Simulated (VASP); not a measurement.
Runs of VASP 6.6.1 on GeP5. The structure is that of space group P6/mmm (No. 191), or close to it. The cells are those of the table. The cell was generated, and may not be a known phase.

```csv
task,cell,k mesh,cutoff (eV),gap on the mesh (eV),pressure (GPa),relaxed volume (Å³/atom)
relaxation of cell and atoms,"relaxed from a = 4.907, b = 4.907, c = 5.484 Å, angles 90.0, 90.0, 120.0°, 6 atoms",6 × 6 × 4,600,none,0.0,17.40
single point,"a = 4.210, b = 4.210, c = 7.543 Å, angles 90.0, 90.0, 120.0°, 6 atoms",6 × 6 × 2,520,none,(b),-
relaxation of cell and atoms,"relaxed from a = 5.973, b = 5.973, c = 3.341 Å, angles 90.0, 90.0, 120.0°, 6 atoms",6 × 6 × 12,600,none,0.0,17.36
relaxation of cell and atoms,"relaxed from a = 4.210, b = 4.210, c = 7.543 Å, angles 90.0, 90.0, 120.0°, 6 atoms",6 × 6 × 2,600,none,-0.1,19.13
relaxation of cell and atoms,"relaxed from a = 5.965, b = 5.965, c = 3.350 Å, angles 90.0, 90.0, 120.0°, 6 atoms",3 × 3 × 6,600,none,0.2,17.12
single point,"a = 5.965, b = 5.965, c = 3.350 Å, angles 90.0, 90.0, 120.0°, 6 atoms",6 × 6 × 4,520,none,-0.1,-
single point,"a = 5.973, b = 5.973, c = 3.341 Å, angles 90.0, 90.0, 120.0°, 6 atoms",3 × 3 × 6,520,none,(a),-
single point,"a = 4.907, b = 4.907, c = 5.484 Å, angles 90.0, 90.0, 120.0°, 6 atoms",6 × 6 × 2,520,none,0.0,-
```

Alike in all rows: level PBE; potentials or basis VASP PAW PBE potentials, release 64 (Ge_d, P); no spin polarisation; smearing gaussian 0.1 eV.

Q: Fill in the values left out.

A: (a) -0.2; (b) 40.0.

Caveats: some runs use coarse meshes; an odd number of electrons without spin polarisation forces a metal; a magnetic or distorted state may lie lower; a cell axis changed by over 15 % at a fixed basis, so the end point is rough (at least some runs); this functional lacks dispersion, which binds layers or chains, so the pressure and a relaxed spacing across them are unreliable (at least some runs).

A k mesh can miss the band edges, and the runs leave out spin-orbit coupling on Ge.

A gap of «none» marks levels without a gap at the run's occupations.
